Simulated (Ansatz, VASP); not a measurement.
**Ni in VASP and in Ansatz**

INCAR

```
SYSTEM = Ni
ALGO = Normal
EDIFF = 1E-6
ENCUT = 600
GGA = RP
GGA_COMPAT = .FALSE.
ISIF = 2
ISMEAR = -1
ISPIN = 2
LASPH = .TRUE.
LCHARG = .TRUE.
LELF = .TRUE.
LMAXMIX = 4
LORBIT = 11
LREAL = .FALSE.
LVHAR = .TRUE.
LWAVE = .FALSE.
MAGMOM = -0.605 -0.605
NBANDS = 21
NELM = 200
PREC = Accurate
SIGMA = 0.05
```

KPOINTS

```
k-points
0
G
  13 13 13
  0 0 0
```

Contents of POSCAR:

```
Ni
1.0
    2.7814046773      0.0000000000      0.0000000000
    0.0000000000      2.7814046773      0.0000000000
    0.0000000000      0.0000000000      2.7814046773
Ni
2
Direct
    0.0000000000      0.0000000000      0.0000000000
    0.5000000000      0.5000000000      0.5000000000
```

Input for Ansatz:

```yaml
crystal:
  lattice:
    - [2.7814046773, 0.0, 0.0]
    - [0.0, 2.7814046773, 0.0]
    - [0.0, 0.0, 2.7814046773]
  atoms:
    - { symbol: Ni, position: [0.0, 0.0, 0.0], spin: -0.605 }
    - { symbol: Ni, position: [0.5, 0.5, 0.5], spin: -0.605 }
hamiltonian:
  xc: rpbe
  pseudopotentials:
    kind: paw
    azcp:
      Ni: "pseudopotentials/Ni.paw.azcp"
basis:
  ecutwfc: 420
  fft_grid_basis: typed
kpoints:
  mp_grid: { grid: [13, 13, 13], shift: [0, 0, 0] }
magnetization:
  spin_polarized: true
scf:
  occupations: { method: fermi_dirac, width: 0.05 }
  lower_state_search: "off"
output:
  stress: true
  write_density: true
  write_potential: true
  elf: true
  volumetric_format: npy
```

Alike in both runs: task single point; functional RPBE; k mesh 13 × 13 × 13; occupations fermi-dirac, width 0.05 eV; collinear spin.

|  | VASP | Ansatz |
| --- | --- | --- |
| version | VASP 6.6.1 | Ansatz 0.2.0 |
| potentials or method | VASP PAW PBE potentials, release 64 (Ni), cutoff 600 eV | plane waves (420 eV) with PAW, scalar-relativistic |
| valence electrons in the cell | 20 | 36 |

|  | VASP | Ansatz | Ansatz less VASP |
| --- | --- | --- | --- |
| pressure (GPa) | 9.9 | 10.0 | +0.07 |
| net moment per atom (μB) | 0.57 | 0.58 | +0.009 |
| size of the moment on the site where the two differ most (μB) | 0.58 | 0.61 | +0.034 |

VASP's potentials were made for PBE, not for RPBE. Site moments also hang on the region over which each program counts them. VASP's potentials hold 20 valence electrons a cell and Ansatz's 36, so a difference there can come from the potentials and not from the codes.
